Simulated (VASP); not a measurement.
# ZnBi3 (I4/mmm) in VASP: single point with PBE

Aim: the single point of ZnBi3 with PBE.

Everything below comes from runs of VASP 6.6.1. Logs are shortened: lines on timing, memory, paths and dates and some standing lists are left out, and cuts for length are marked.

## 1. The cell of the first run

Symmetry: I4/mmm, No. 139, tetragonal system. Conventional cell: a = 5.045 Å, b = 5.045 Å, c = 9.126 Å, α = 90.00°, β = 90.00°, γ = 90.00°. Zn (site symmetry 4/mmm) has 12 Bi at 3.40 to 3.57 Å within 4.5 Å. Bi (site symmetry -4m2) has 4 Zn at 3.40 Å and 8 Bi at 3.40 to 3.57 Å within 4.5 Å. Bi (site symmetry 4/mmm) has 8 Bi at 3.40 Å and 4 Zn at 3.57 Å within 4.5 Å.

## 2. Single point, PBE

INCAR reads:

```
  PREC = Accurate
  ENCUT = 520
  EDIFF = 1E-6
  ISMEAR = -1
  SIGMA = 0.05
  LREAL = False
  LASPH = True
  NELM = 80
  ALGO = Normal
  ISIF = 2
  LWAVE = False
  LCHARG = False
  GGA = PE
  NBANDS = 36
```

KPOINTS reads:

```
Automatic mesh
0
Gamma
  7 7 7
```

POSCAR reads:

```
ZnBi3
1.0
   -2.5226680000      2.5226680000      4.5629090000
    2.5226680000     -2.5226680000      4.5629090000
    2.5226680000      2.5226680000     -4.5629090000
Zn Bi
1 3
Direct
    0.0000000000      0.0000000000      0.0000000000
    0.7500000000      0.2500000000      0.5000000000
    0.2500000000      0.7500000000      0.5000000000
    0.5000000000      0.5000000000      0.0000000000
```

Potentials or basis: VASP PAW PBE potentials, release 64 (Zn, Bi_d).

Launch:

```console
> cat potpaw_PBE.64/Zn/POTCAR potpaw_PBE.64/Bi_d/POTCAR > POTCAR
> mpirun -np 1 vasp_std > vasp.out
```

OUTCAR:

```text
PREC = Accurate
   ENCUT = 520
   EDIFF = 1E-6
   ISMEAR = -1
   LREAL = False
   LASPH = True
   NELM = 80
   ISIF = 2
   GGA = PE

 ion  position               nearest neighbor table
   1  0.000  0.000  0.000-   2 3.40   3 3.40   2 3.40   3 3.40   2 3.40   3 3.40   2 3.40   3 3.40

   2  0.750  0.250  0.500-   1 3.40   4 3.40   1 3.40   4 3.40   4 3.40   1 3.40   4 3.40   1 3.40
                             3 3.57   3 3.57   3 3.57   3 3.57
   3  0.250  0.750  0.500-   1 3.40   4 3.40   1 3.40   4 3.40   1 3.40   4 3.40   1 3.40   4 3.40
                             2 3.57   2 3.57   2 3.57   2 3.57
   4  0.500  0.500  0.000-   2 3.40   3 3.40   2 3.40   3 3.40   3 3.40   2 3.40   3 3.40   2 3.40

  LATTYP: Found a body centered tetragonal cell.
 ALAT       =     5.0453360000
 C/A-ratio  =     1.8087631825

  Lattice vectors:

 A1 = (  -2.5226680000,   2.5226680000,   4.5629090000)
 A2 = (   2.5226680000,  -2.5226680000,   4.5629090000)
 A3 = (   2.5226680000,   2.5226680000,  -4.5629090000)

Analysis of symmetry for initial positions (statically):
=====================================================================
 Subroutine PRICEL returns:
 Original cell was already a primitive cell.

 Routine SETGRP: Setting up the symmetry group for a
 body centered tetragonal supercell.

 Subroutine GETGRP returns: Found 16 space group operations
 (whereof 16 operations were pure point group operations)
 out of a pool of 16 trial point group operations.

The static configuration has the point symmetry D_4h.

Analysis of symmetry for dynamics (positions and initial velocities):
=====================================================================
 Subroutine PRICEL returns:
 Original cell was already a primitive cell.

 Routine SETGRP: Setting up the symmetry group for a
 body centered tetragonal supercell.

 Subroutine GETGRP returns: Found 16 space group operations
 (whereof 16 operations were pure point group operations)
 out of a pool of 16 trial point group operations.

The dynamic configuration has the point symmetry D_4h.

 Subroutine INISYM returns: Found 16 space group operations
 (whereof 16 operations are pure point group operations),
 and found     1 'primitive' translations

----------------------------------------------------------------------------------------

                                     Primitive cell

  volume of cell :     116.1507

  direct lattice vectors                    reciprocal lattice vectors
    -2.522668000  2.522668000  4.562909000     0.000000000  0.198202855  0.109579218
     2.522668000 -2.522668000  4.562909000     0.198202855  0.000000000  0.109579218
     2.522668000  2.522668000 -4.562909000     0.198202855  0.198202855  0.000000000

  length of vectors
     5.792050260  5.792050260  5.792050260     0.226477321  0.226477321  0.280301166

  position of ions in fractional coordinates (direct lattice)
     0.000000000  0.000000000  0.000000000
     0.750000000  0.250000000  0.500000000
     0.250000000  0.750000000  0.500000000
     0.500000000  0.500000000  0.000000000

  ion indices of the primitive-cell ions
   primitive index   ion index
                 1           1
                 2           2
                 3           3
                 4           4

----------------------------------------------------------------------------------------

 KPOINTS: Automatic mesh

Automatic generation of k-mesh.
 Grid dimensions read from file:
 generate k-points for:    7    7    7

 Generating k-lattice:

  Cartesian coordinates                     Fractional coordinates (reciprocal lattice)
     0.000000000  0.028314694  0.015654174     0.142857143  0.000000000  0.000000000
     0.028314694  0.000000000  0.015654174     0.000000000  0.142857143  0.000000000
     0.028314694  0.028314694  0.000000000     0.000000000  0.000000000  0.142857143

  Length of vectors
     0.032353903  0.032353903  0.040043024

  Shift w.r.t. Gamma in fractional coordinates (k-lattice)
     0.000000000  0.000000000  0.000000000

 Subroutine IBZKPT returns following result:
 ===========================================

 Found     40 irreducible k-points:

 Following reciprocal coordinates:
            Coordinates               Weight
  0.000000  0.000000  0.000000      1.000000
  0.142857  0.000000 -0.000000      8.000000
  0.285714  0.000000  0.000000      8.000000
  0.428571  0.000000  0.000000      8.000000
  0.142857  0.142857  0.000000      8.000000
  0.285714  0.142857  0.000000     16.000000
[... 16 lines left out ...]
 -0.142857  0.285714  0.142857      8.000000
 -0.428571  0.428571  0.142857      8.000000
 [... further k-points ...]
   k-points           NKPTS =     40   k-points in BZ     NKDIM =     40   number of bands    NBANDS=     36
   number of dos      NEDOS =    301   number of ions     NIONS =      4
   total plane-waves  NPLWV = 110592
   dimension x,y,z NGX =    48 NGY =   48 NGZ =   48
   dimension x,y,z NGXF=    96 NGYF=   96 NGZF=   96
   ions per type =               1   3
   NGX,Y,Z   is equivalent  to a cutoff of  13.78, 13.78, 13.78 a.u.
   NGXF,Y,Z  is equivalent  to a cutoff of  27.55, 27.55, 27.55 a.u.
 SYSTEM =  unknown system
   PREC   = accura    normal or accurate (medium, high low for compatibility)
   ISTART =      0    job   : 0-new  1-cont  2-samecut
   ICHARG =      2    charge: 1-file 2-atom 10-const
   ISPIN  =      1    spin polarized calculation?
   LNONCOLLINEAR =      F non collinear calculations
   LSORBIT =      F    spin-orbit coupling
   LASPH  =      T    aspherical Exc in radial PAW
   ENCUT  =  520.0 eV  38.22 Ry    6.18 a.u.  10.77 10.77 10.77*2*pi/ulx,y,z
   NELM   =     80;   NELMIN=  2; NELMDL= -5     # of ELM steps
   EDIFF  = 0.1E-05   stopping-criterion for ELM
   LREAL  =      F    real-space projection
   EDIFFG = 0.1E-04   stopping-criterion for IOM
   NSW    =      0    number of steps for IOM
   IBRION =     -1    ionic relax: 0-MD 1-quasi-New 2-CG
   NFREE  =      0    steps in history (QN), initial steepest desc. (CG)
   ISIF   =      2    stress and relaxation
   ISYM   =      2    0-nonsym 1-usesym 2-fastsym
   POTIM  = 0.5000    time-step for ionic-motion
   TEBEG  =    0.0;   TEEND  =   0.0 temperature during run
   PSTRESS=    0.0 pullay stress
   NELECT =      57.0000    total number of electrons
   NUPDOWN=      -1.0000    fix difference up-down
   EMIN   =  10.00;   EMAX   =-10.00  energy-range for DOS
   EFERMI =   0.00;   METHOD = LEGACY
   ISMEAR =    -1;   SIGMA  =   0.05  broadening in eV -4-tet -1-fermi 0-gaus
   EFERMI_NEDOS =   21; number of points for ismear=-14 and -15
   IALGO  =     38    algorithm
   IMIX   =      4    mixing-type and parameters
     AMIX     =   0.40;   BMIX     =  1.00
     AMIX_MAG =   1.60;   BMIX_MAG =  1.00
  volume/ion in A,a.u.               =      29.04       195.96
  Fermi-wavevector in a.u.,A,eV,Ry     =   1.291296  2.440195 22.686969  1.667445
  Thomas-Fermi vector in A             =   2.423075
   LORBIT       =      0    0 simple, 1 ext, 2 COOP (PROOUT), +10 PAW based schemes
   GGA     = PE    functional components
[... 5 lines left out ...]
 non-spin polarized calculation
  energy-cutoff  :      520.00
  volume of cell :      116.15
 maximum number of plane-waves:      3152
 NGX is ok and might be reduce to    48
   NGX = 21   NGY = 21   NGZ = 21

 number of electron      56.9999990 magnetization

 Free energy of the ion-electron system (eV)
  ---------------------------------------------------
  ext. energy  EPLUGINS =         0.00000000
  ---------------------------------------------------
  free energy    TOTEN  =       -12.06239356 eV

  energy without entropy =      -12.04520180  energy(sigma->0) =      -12.05379768

 E-fermi :   6.6486     XC(G=0): -10.1457

 val. band max:        6.6384016604   @ k =  -0.2857  -0.4286   0.2857
 cond. band min:       6.6722921789   @ k =  -0.4286   0.4286   0.2857
 fundamental gap:      0.0338905185
 Fermi energy:         6.6486303609

 k-point     1 :       0.0000    0.0000    0.0000
  band No.  band energies     occupation
      1     -16.5232      2.00000
      2     -16.5221      2.00000
      3     -16.5221      2.00000
      4     -16.5024      2.00000
      5     -16.4943      2.00000
      6     -16.4378      2.00000
[... 28 lines left out ...]
     35      12.0485      0.00000
     36      13.3709      0.00000

 k-point     2 :       0.1429    0.0000   -0.0000
  band No.  band energies     occupation
      1     -16.5265      2.00000
      2     -16.5230      2.00000
      3     -16.5156      2.00000
      4     -16.5007      2.00000
      5     -16.4971      2.00000
      6     -16.4352      2.00000
[... 28 lines left out ...]
     35      12.2266      0.00000
     36      12.6940      0.00000

 k-point     3 :       0.2857    0.0000    0.0000
  band No.  band energies     occupation
      1     -16.5361      2.00000
      2     -16.5237      2.00000
      3     -16.5059      2.00000
      4     -16.4975      2.00000
      5     -16.4887      2.00000
      6     -16.4296      2.00000
[... 28 lines left out ...]
     35      11.5463      0.00000
     36      12.8495      0.00000
[... 742 lines left out ...]
 k-point    23 :      -0.1429    0.2857    0.1429
  band No.  band energies     occupation
      1     -16.5393      2.00000
      2     -16.5148      2.00000
      3     -16.5103      2.00000
      4     -16.4865      2.00000
      5     -16.4849      2.00000
      6     -16.4093      2.00000
[... 28 lines left out ...]
     35      11.3016      0.00000
     36      11.6013      0.00000

 k-point    24 :      -0.4286    0.4286    0.1429
  band No.  band energies     occupation
      1     -16.5324      2.00000
      2     -16.5133      2.00000
      3     -16.5127      2.00000
      4     -16.4898      2.00000
      5     -16.4780      2.00000
      6     -16.4313      2.00000
[... 28 lines left out ...]
     35      12.1831      0.00000
     36      12.3659      0.00000

 [... further k-points ...]

------------------------ aborting loop because EDIFF is reached ----------------------------------------

  FORCE on cell =-STRESS in cart. coord.  units (eV):
  Direction    XX          YY          ZZ          XY          YZ          ZX
  --------------------------------------------------------------------------------------
  -------------------------------------------------------------------------------------
  Total       -0.1441625     -0.1441625      0.0012202      0.0000000      0.0000000      0.0000000
  in kB       -1.9885701     -1.9885701      0.0168319      0.0000000      0.0000000      0.0000000
  external PRESSURE =      -1.3201028 kB  Pullay stress =       0.0000000 kB

 VOLUME and BASIS-vectors are now :
 -----------------------------------------------------------------------------
  energy-cutoff  :      520.00
  volume of cell :      116.15
      direct lattice vectors                 reciprocal lattice vectors
    -2.522668000  2.522668000  4.562909000     0.000000000  0.198202855  0.109579218
     2.522668000 -2.522668000  4.562909000     0.198202855  0.000000000  0.109579218
     2.522668000  2.522668000 -4.562909000     0.198202855  0.198202855  0.000000000

 POSITION                                       TOTAL-FORCE (eV/Angst)
 -----------------------------------------------------------------------------------
      0.00000      0.00000      0.00000         0.000000      0.000000     -0.000000
     -0.00000      2.52267      2.28145         0.000000      0.000000      0.000000
      2.52267     -0.00000      2.28145        -0.000000     -0.000000     -0.000000
      0.00000      0.00000      4.56291         0.000000      0.000000     -0.000000
 -----------------------------------------------------------------------------------
    total drift:                                0.000000     -0.000000      0.000000

  FREE ENERGIE OF THE ION-ELECTRON SYSTEM (eV)
  ---------------------------------------------------
  free  energy   TOTEN  =       -12.0623935613 eV

  energy  without entropy=      -12.0452018048  energy(sigma->0) =      -12.05379768
```

Wall time 2.7 min (1 thread of Intel Xeon 6975P-C, shared host); peak memory 0.39 GiB.

What came out:

| Item | Value |
| --- | --- |
| Free energy | -12.0624 eV |
| Pressure | -0.1 GPa |

Levels at points of the mesh, in eV from the Fermi level:
```tsv
k point	band 24	band 25	band 26	band 27	band 28	band 29	band 30	band 31	band 32	band 33
(0.00, 0.00, 0.00)	-3.52	-2.57	-2.57	-2.06	-1.74	-1.74	-1.09	-0.03	1.08	1.08
```

Caveat: spin-orbit coupling is left out, which moves the levels of the heavy elements.
